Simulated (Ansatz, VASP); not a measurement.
## One calculation of W, two programs

```
W
1.0
     2.77298    0.00000    0.00000
    -1.38649    2.40147    0.00000
     0.00000    0.00000    7.32995
W
3
Direct
  0.00000 0.00000 0.00000
  0.33333 0.66667 0.33333
  0.66667 0.33333 0.66667
```

Alike in both runs: functional r2SCAN; k mesh 18 × 18 × 7; occupations gaussian, width 0.1 eV; no spin polarisation.

Ansatz relaxed the structure, and its values are those at the end. VASP's run is a single point on that final structure, the one shown.

|  | VASP | Ansatz |
| --- | --- | --- |
| version | VASP 6.6.1 | Ansatz 0.2.0 |
| potentials or method | VASP PAW PBE potentials, release 64 (W_sv), cutoff 520 eV | scalar-relativistic, plane waves, PAW |
| valence electrons in the cell | 42 | 42 |

|  | VASP | Ansatz | Ansatz less VASP |
| --- | --- | --- | --- |
| gap on the k mesh at the Fermi level (eV) | none | none | - |
| pressure (GPa) | 1.1 | 0.0 | -1.12 |

VASP's potentials were made for PBE, not for r2SCAN. A gap of «none» marks a metal or a gap that the smearing closes.

Spin-orbit coupling is off throughout.
